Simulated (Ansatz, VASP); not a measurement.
**One calculation of Li2Se, two programs**

INCAR

```
SYSTEM = Li2Se
  PREC = Accurate
  ENCUT = 750
  EDIFF = 1E-6
  ISMEAR = 0
  SIGMA = 0.05
  LREAL = .FALSE.
  LASPH = .TRUE.
  NELM = 120
  ALGO = Normal
  ISIF = 2
  LWAVE = .FALSE.
  LCHARG = .TRUE.
  GGA = PE
  LELF = .TRUE.
  LVHAR = .TRUE.
  NBANDS = 13
  GGA_COMPAT = .FALSE.
```

The input KPOINTS:

```
regular mesh
0
G
  6 6 6
  0 0 0
```

File POSCAR:

```
Li2Se
1.0
    0.0000000000      3.0084531553      3.0084531553
    3.0084531553      0.0000000000      3.0084531553
    3.0084531553      3.0084531553      0.0000000000
Li Se
2 1
Direct
    0.2500000000      0.2500000000      0.2500000000
    0.7500000000      0.7500000000      0.7500000000
    0.0000000000      0.0000000000      0.0000000000
```

Input for Ansatz:

```yaml
crystal:
  lattice:
    - [0.0, 3.0084531553, 3.0084531553]
    - [3.0084531553, 0.0, 3.0084531553]
    - [3.0084531553, 3.0084531553, 0.0]
  atoms:
    - { symbol: Li, position: [0.25, 0.25, 0.25] }
    - { symbol: Li, position: [0.75, 0.75, 0.75] }
    - { symbol: Se, position: [0.0, 0.0, 0.0] }
basis:
  ecutwfc: 420
  ecutrho_ratio: 4
kpoints:
  mp_grid: { grid: [6, 6, 6] }
hamiltonian:
  xc: pbe
scf:
  occupations: { method: gaussian, width: 0.05 }
output:
  forces: true
  stress: true
  eigenvalues: true
```

Alike in both runs: task single point; functional PBE; k mesh 6 × 6 × 6; occupations gaussian, width 0.05 eV; no spin polarisation.

```csv
,VASP,Ansatz
version,VASP 6.6.1,Ansatz 0.2.0
potentials or method,"VASP PAW PBE potentials, release 64 (Li_sv, Se), cutoff 750 eV","scalar-relativistic, plane waves, PAW"
valence electrons in the cell,12,22
```

Ansatz gave:

```
gap on the k mesh at the Fermi level (eV) : 2.99
least direct gap on the mesh (eV)         : 3.36
pressure (GPa)                            : -0.2
```

Q: Which values does VASP return?

A: gap on the k mesh at the Fermi level (eV): 2.98; least direct gap on the mesh (eV): 3.36; pressure (GPa): -0.2.

VASP's potentials hold 12 valence electrons a cell and Ansatz's 22, so a difference there can come from the potentials and not from the codes.
